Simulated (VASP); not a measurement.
A run of VASP 6.6.1 is set up as follows.

File POSCAR:

```
BN
1.0
    2.4986931256      0.0000000000      0.0000000000
   -1.2493465628      2.1639317230      0.0000000000
    0.0000000000      0.0000000000      6.6287866390
B N
2 2
Direct
    0.3333333333      0.6666666667      0.2500000000
    0.6666666667      0.3333333333      0.7500000000
    0.3333333333      0.6666666667      0.7500000000
    0.6666666667      0.3333333333      0.2500000000
```

File INCAR.step1:

```
ALGO = Normal
EDIFF = 1E-4
ENCUT = 520
GGA = PE
ISMEAR = 0
LASPH = T
LCHARG = F
LREAL = F
LWAVE = T
NBANDS = 16
NELM = 80
PREC = Accurate
SIGMA = 0.01
```

The input INCAR.step2:

```
ALGO = Normal
EDIFF = 1E-6
ENCUT = 520
ISIF = 2
ISMEAR = 0
ISTART = 1
LASPH = T
LCHARG = F
LMIXTAU = T
LREAL = F
LWAVE = F
METAGGA = R2SCAN
NBANDS = 16
NELM = 80
PREC = Accurate
SIGMA = 0.01
```

File KPOINTS:

```
k-points
0
Gamma
  10 10 4
```

Potentials or basis: VASP PAW PBE potentials, release 64 (B, N).

The run is started by

```sh
$ cat potpaw_PBE.64/B/POTCAR potpaw_PBE.64/N/POTCAR > POTCAR
$ cp INCAR.step1 INCAR
$ mpirun -np 1 vasp_std > vasp.out
$ cp INCAR.step2 INCAR
$ mpirun -np 1 vasp_std > vasp.out
```

**Question.** What does it give for the band gap on the k mesh?

**Answer.** 4.84 eV (least direct gap 5.32 eV).

**Question.** Predict the pressure.

**Answer.** 1.4 GPa.

Stress tensor (GPa, compression positive):
```
1.74 0.00 0.00
0.00 1.74 0.00
0.00 0.00 0.72
```

Caveat: the PAW data sets were made with another functional, which shifts forces and pressure a little. A k mesh can miss the band edges.
